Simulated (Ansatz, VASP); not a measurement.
# One calculation of LiGaO, two programs

```xyz
3
Lattice="3.7837 0.0000 0.0000 0.0000 3.7837 0.0000 0.0000 0.0000 3.3723" Properties=species:S:1:pos:R:3 pbc="T T T"
Li    0.0000    0.0000    1.6862
Ga    1.8919    1.8919    1.6862
O     0.0000    0.0000    0.0000
```

Alike in both runs: functional PBE; k mesh 10 × 10 × 10; occupations gaussian, width 0.01 eV; no spin polarisation.

Ansatz relaxed the structure, and its values are those at the end. VASP's run is a single point on that final structure, the one shown.

|  | VASP | Ansatz |
| --- | --- | --- |
| version | VASP 6.6.1 | Ansatz 0.2.0 |
| potentials or method | VASP PAW PBE potentials, release 64 (Li_sv, Ga_d, O), cutoff 520 eV | scalar-relativistic, plane waves, PAW |
| valence electrons in the cell | 22 | 22 |

|  | VASP | Ansatz | Ansatz less VASP |
| --- | --- | --- | --- |
| gap on the k mesh at the Fermi level (eV) | 0.27 | 0.28 | +0.001 |
| least direct gap on the mesh (eV) | 0.27 | 0.28 | +0.001 |

With one functional, cell and mesh, what is left measures potentials, basis and numerics.

Noted on VASP's run: the cutoff is under 1.25 times that of the potentials, so the pressure is a little rough.
